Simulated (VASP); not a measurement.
A run of VASP 6.6.1 is set up as follows.

Contents of INCAR:

```
SYSTEM = NaBeH2
  ALGO = Normal
  EDIFF = 1E-6
  ENCUT = 520
  GGA = PE
  ISIF = 2
  ISMEAR = 0
  LASPH = .TRUE.
  LCHARG = .FALSE.
  LREAL = .FALSE.
  LWAVE = .FALSE.
  NBANDS = 14
  NELM = 100
  PREC = Accurate
  SIGMA = 0.1
```

Contents of KPOINTS:

```
k-points
0
G
  6 6 6
  0 0 0
```

File POSCAR:

```
NaBeH2
1.0
    1.8610979900      1.0745054200      3.7830503900
   -1.8610979900      1.0745054200      3.7830503900
    0.0000000000     -2.1490108500      3.7830503900
Na Be H
1 1 2
Direct
    0.0000000000      0.0000000000      0.0000000000
    0.5000000000      0.5000000000      0.5000000000
    0.6467276800      0.6467276800      0.6467276800
    0.3532723200      0.3532723200      0.3532723200
```

Potentials or basis: VASP PAW PBE potentials, release 64 (Na_pv, Be, H).

Command:

```bash
$ cat potpaw_PBE.64/Na_pv/POTCAR potpaw_PBE.64/Be/POTCAR potpaw_PBE.64/H/POTCAR > POTCAR
$ mpirun -np 1 vasp_std > vasp.out
```

**Question.** What does it give for the pressure?

**Answer.** -0.8 GPa.

**Question.** What does it give for the largest force?

**Answer.** 2.161 eV/Å.

Forces in eV/Å, atoms in the order of the input:
```
Na   0.000  0.000  0.000
Be   0.000  0.000  0.000
H    0.000  0.000 -2.161
H    0.000  0.000  2.161
```

Caveat: forces of over 1 eV/Å act on the atoms, so gaps and moduli don't describe the material at rest.
